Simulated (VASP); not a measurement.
# Sn (I4_1/amd) in VASP: further runs, part 2 of 2

VASP 6.6.1. The steps go on from the part before.

## Step 3: Single point, PBE (strain +0.030 along x and y, -0.015 along z)

INCAR

```
SYSTEM = Sn
ALGO     = Fast           ! electronic algorithm
EDIFF    = 1E-6           ! SCF threshold, eV
ENCUT    = 520            ! plane-wave cutoff, eV
GGA      = PE             ! functional
ISIF     = 2              ! what is computed and relaxed
ISMEAR   = 0              ! smearing method
LASPH    = .True.         ! aspherical terms in the spheres
LCHARG   = .True.         ! write CHGCAR
LELF     = .True.         ! ELF
LREAL    = .False.        ! projectors in reciprocal space
LVHAR    = .True.       
LWAVE    = .False.        ! write WAVECAR
NBANDS   = 21             ! bands
NELM     = 80             ! most SCF steps
PREC     = Accurate       ! precision mode
SIGMA    = 0.15           ! smearing width, eV
```

KPOINTS

```
k-points
0
Gamma
  12 12 12
  0 0 0
```

POSCAR

```
Sn
1.0
    0.0000000000      3.3429680000      3.1969160000
    3.3429680000      0.0000000000      3.1969160000
    3.3429680000      3.3429680000      0.0000000000
Sn
2
Direct
    0.5000000000      0.5000000000      0.5000000000
    0.7500000000      0.7500000000      0.7500000000
```

Potentials or basis: VASP PAW PBE potentials, release 64 (Sn_d).

Run with:

```bash
> cat potpaw_PBE.64/Sn_d/POTCAR > POTCAR
> mpirun -np 1 vasp_std > vasp.out
```

OUTCAR:

```text
SYSTEM = Sn
   EDIFF = 1E-6
   ENCUT = 520
   GGA = PE
   ISIF = 2
   ISMEAR = 0
   LASPH = .True.
   LREAL = .False.
   NELM = 80
   PREC = Accurate

 ion  position               nearest neighbor table
   1  0.500  0.500  0.500-   2 2.85   2 2.85   2 2.85   2 2.85
   2  0.750  0.750  0.750-   1 2.85   1 2.85   1 2.85   1 2.85

  LATTYP: Found a body centered tetragonal cell.
 ALAT       =     4.7276706842
 C/A-ratio  =     1.3524275329

  Lattice vectors:

 A1 = (   0.0000000000,  -3.3429680000,  -3.1969160000)
 A2 = (   0.0000000000,   3.3429680000,  -3.1969160000)
 A3 = (   3.3429680000,   0.0000000000,   3.1969160000)

Analysis of symmetry for initial positions (statically):
=====================================================================
 Subroutine PRICEL returns:
 Original cell was already a primitive cell.

 Routine SETGRP: Setting up the symmetry group for a
 body centered tetragonal supercell.

 Subroutine GETGRP returns: Found 16 space group operations
 (whereof  8 operations were pure point group operations)
 out of a pool of 16 trial point group operations.

The static configuration has the point symmetry D_2d.
 The point group associated with its full space group is D_4h.
[... 160 lines left out ...]

  energy without entropy =       -7.67570024  energy(sigma->0) =       -7.67675466

 E-fermi :   5.1782     XC(G=0):  -8.6842

 val. band max:        5.1728888581   @ k =   0.0000   0.0000   0.0000
 cond. band min:       5.2110034562   @ k =   0.0833   0.0000   0.0000
 fundamental gap:      0.0381145981
 Fermi energy:         5.1782199377

 k-point     1 :       0.0000    0.0000    0.0000
  band No.  band energies     occupation
      1     -16.4327      2.00000
      2     -16.4177      2.00000
      3     -16.4177      2.00000
      4     -16.3713      2.00000
      5     -16.3670      2.00000
      6     -16.1048      2.00000
[... 565 lines left out ...]
     20      12.9608      0.00000
     21      13.2975      0.00000

 [... further k-points ...]

------------------------ aborting loop because EDIFF is reached ----------------------------------------

  FORCE on cell =-STRESS in cart. coord.  units (eV):
  Direction    XX          YY          ZZ          XY          YZ          ZX
  --------------------------------------------------------------------------------------
  -------------------------------------------------------------------------------------
  Total        0.3212439      0.3212439      0.8474613      0.0000000      0.0000000      0.0000000
  in kB        7.2031071      7.2031071     19.0022390      0.0000000      0.0000000      0.0000000
  external PRESSURE =      11.1361510 kB  Pullay stress =       0.0000000 kB

 VOLUME and BASIS-vectors are now :
 -----------------------------------------------------------------------------
  energy-cutoff  :      520.00
  volume of cell :       71.45
      direct lattice vectors                 reciprocal lattice vectors
     0.000000000  3.342968000  3.196916000    -0.149567690  0.149567690  0.156400731
     3.342968000  0.000000000  3.196916000     0.149567690 -0.149567690  0.156400731
     3.342968000  3.342968000  0.000000000     0.149567690  0.149567690 -0.156400731

 POSITION                                       TOTAL-FORCE (eV/Angst)
 -----------------------------------------------------------------------------------
      3.34297      3.34297      3.19692         0.000000      0.000000      0.000000
      5.01445      5.01445      4.79537        -0.000000     -0.000000      0.000000
 -----------------------------------------------------------------------------------
    total drift:                                0.000000      0.000000      0.000000

  FREE ENERGIE OF THE ION-ELECTRON SYSTEM (eV)
  ---------------------------------------------------
  free  energy   TOTEN  =        -7.6778090851 eV

  energy  without entropy=       -7.6757002363  energy(sigma->0) =       -7.67675466
```

stdout:

```text
POSCAR found type information on POSCAR Sn
 POSCAR found :  1 types and       2 ions
 scaLAPACK will be used
 LDA part: xc-table for (Slater+PW92), standard interpolation
 POSCAR, INCAR and KPOINTS ok, starting setup
 FFT: planning ... GRIDC
 FFT: planning ... GRID_SOFT
 FFT: planning ... GRID
 WAVECAR not read
 entering main loop
WARNING in EDDRMM: call to ZHEGV failed, returncode =   8  4     20
WARNING in EDDRMM: call to ZHEGV failed, returncode =   8  4     21
```

Run time: 1.7 min. Hardware: 1 thread of Intel Xeon 6975P-C (Granite Rapids), shared host; peak memory 0.34 GiB.

What came out:

```
Free energy            : -7.6778 eV
Pressure               : 1.1 GPa
Band gap on the k mesh : zero (band 14 reaches 5.21 eV, above the bottom of band 15 at 5.07 eV)
```

Stress tensor (GPa, compression positive):
```
0.72 0.00 0.00
0.00 0.72 0.00
0.00 0.00 1.90
```

Caveat: the cell differs from its parent crystal (strain +0.030 along x and y, -0.015 along z); spin-orbit coupling is left out, which moves the levels of the heavy elements.

## Step 4: Single point, PBE (strain +0.030 along x and y, +0.000 along z)

INCAR

```
PREC = Accurate ; ENCUT = 520
EDIFF = 1E-6 ; ISMEAR = 0
SIGMA = 0.15 ; LREAL = False
LASPH = True ; NELM = 60
ALGO = Fast ; ISIF = 2
LWAVE = False ; LCHARG = False
GGA = PE ; NBANDS = 21
```

KPOINTS

```
regular mesh
0
Gamma
  12 12 12
```

POSCAR

```
Sn
1.0
    0.0000000000      3.3429680000      3.2456000000
    3.3429680000      0.0000000000      3.2456000000
    3.3429680000      3.3429680000      0.0000000000
Sn
2
Direct
    0.5000000000      0.5000000000      0.5000000000
    0.7500000000      0.7500000000      0.7500000000
```

Run with:

```bash
> cat potpaw_PBE.64/Sn_d/POTCAR > POTCAR
> mpirun -np 1 vasp_std > vasp.out
```

It took 97 s on 1 thread of Intel Xeon 6975P-C (Granite Rapids), shared host; peak memory 0.34 GiB.

The run converged. Its results:

* Free energy: -7.6882 eV
* Pressure: 0.5 GPa
* Band gap on the k mesh: zero (band 14 reaches 5.05 eV, above the bottom of band 15 at 4.90 eV)

Stress tensor (GPa, compression positive):
```
0.26 0.00 0.00
0.00 0.26 0.00
0.00 0.00 1.06
```

Levels at points of the mesh, in eV from the Fermi level:
```
           k point  band 11  band 12  band 13  band 14  band 15  band 16  band 17  band 18
(0.00, 0.00, 0.00)   -10.21    -1.04     0.03     0.03     0.22     2.08     2.20     2.20
(0.50, 0.00, 0.00)    -8.70    -6.07    -1.12    -0.92    -0.12     3.16     3.28     5.70
(0.50, 0.50, 0.00)    -7.25    -7.25    -2.36    -2.36     0.78     0.78     7.38     7.38
(0.50, 0.00, 0.50)    -7.34    -7.34    -2.21    -2.21     0.95     0.95     7.31     7.31
```

Caveat: the cell differs from its parent crystal (strain +0.030 along x and y, +0.000 along z); spin-orbit coupling is left out, which moves the levels of the heavy elements.

## Step 5: Overview

| cell | gap on the mesh (eV) | pressure (GPa) |
| --- | --- | --- |
| a = 4.592, b = 4.592, c = 4.728 Å, angles 59.0, 59.0, 62.0°, 2 atoms | none | 1.8 |
| a = 4.626, b = 4.626, c = 4.728 Å, angles 59.3, 59.3, 61.5°, 2 atoms | none | 1.1 |
| a = 4.659, b = 4.659, c = 4.728 Å, angles 59.5, 59.5, 61.0°, 2 atoms | none | 0.5 |

Alike in all rows: task single point; level PBE; potentials or basis VASP PAW PBE potentials, release 64 (Sn_d); no spin polarisation; k mesh 12 × 12 × 12; cutoff (eV) 520; smearing gaussian 0.15 eV.

Caveats: spin-orbit coupling is left out, which moves the levels of the heavy elements.

Total energies depend on the potentials used, so only differences within one code and one set of settings carry meaning.
